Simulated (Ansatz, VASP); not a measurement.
Two plane-wave programs on Ta2N

```
CELL_PARAMETERS angstrom
3.12963 0.00000 0.00000
-1.56481 2.71033 0.00000
0.00000 0.00000 4.48037
ATOMIC_POSITIONS crystal
Ta 0.66667 0.33333 0.74637
Ta 0.33333 0.66667 0.25363
N 0.00000 0.00000 0.00000
```

Alike in both runs: task single point; functional PBEsol; k mesh 18 × 18 × 10; occupations gaussian, width 0.15 eV; no spin polarisation.

|  | VASP | Ansatz |
| --- | --- | --- |
| version | VASP 6.6.1 | Ansatz 0.2.0 |
| potentials or method | VASP PAW PBE potentials, release 64 (Ta_pv, N), cutoff 520 eV | scalar-relativistic, plane waves, PAW |
| valence electrons in the cell | 27 | 31 |

|  | VASP | Ansatz | Ansatz less VASP |
| --- | --- | --- | --- |
| gap on the k mesh at the Fermi level (eV) | none | none | - |
| pressure (GPa) | 15.2 | 14.4 | -0.78 |
| traceless stress, the component that is largest in VASP (GPa) | 16.60 | 16.69 | +0.089 |
| rms of the force components (eV/Å) | 0.180 | 0.211 | +0.0314 |

VASP's potentials were made for PBE, not for PBEsol, and Ansatz warns of the same on its side. Atom by atom the forces differ by 0.031 eV/Å (rms over components). A gap of «none» marks a metal or a gap that the smearing closes. The functional is the same, so the differences come from potentials, cutoffs and numerics. VASP's potentials hold 27 valence electrons a cell and Ansatz's 31, so a difference there can come from the potentials and not from the codes.

Neither program's run includes spin-orbit coupling.
